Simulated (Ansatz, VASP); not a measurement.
## MgO: VASP beside Ansatz

```
Mg O
1.0
     3.62931    0.00000    0.00000
    -1.81465    3.14307    0.00000
     0.00000    0.00000    4.35620
Mg O
2 2
Direct
  0.66667 0.33333 0.75000
  0.33333 0.66667 0.25000
  0.66667 0.33333 0.25000
  0.33333 0.66667 0.75000
```

Alike in both runs: task single point; functional PBEsol; k mesh 9 × 9 × 6; occupations gaussian, width 0.05 eV; no spin polarisation.

|  | VASP | Ansatz |
| --- | --- | --- |
| version | VASP 6.6.1 | Ansatz 0.2.0 |
| potentials or method | VASP PAW PBE potentials, release 64 (Mg, O), cutoff 520 eV | scalar-relativistic, plane waves, PAW |
| valence electrons in the cell | 16 | 32 |

```csv
,VASP,Ansatz,Ansatz less VASP
gap on the k mesh at the Fermi level (eV),2.72,2.73,+0.011
least direct gap on the mesh (eV),2.72,2.73,+0.011
pressure (GPa),-12.2,-11.7,+0.50
"traceless stress, the component that is largest in VASP (GPa)",-0.55,-0.51,+0.043
```

VASP's potentials were made for PBE, not for PBEsol, and Ansatz warns of the same on its side. With one functional, cell and mesh, what is left measures potentials, basis and numerics. VASP's potentials hold 16 valence electrons a cell and Ansatz's 32, so a difference there can come from the potentials and not from the codes.
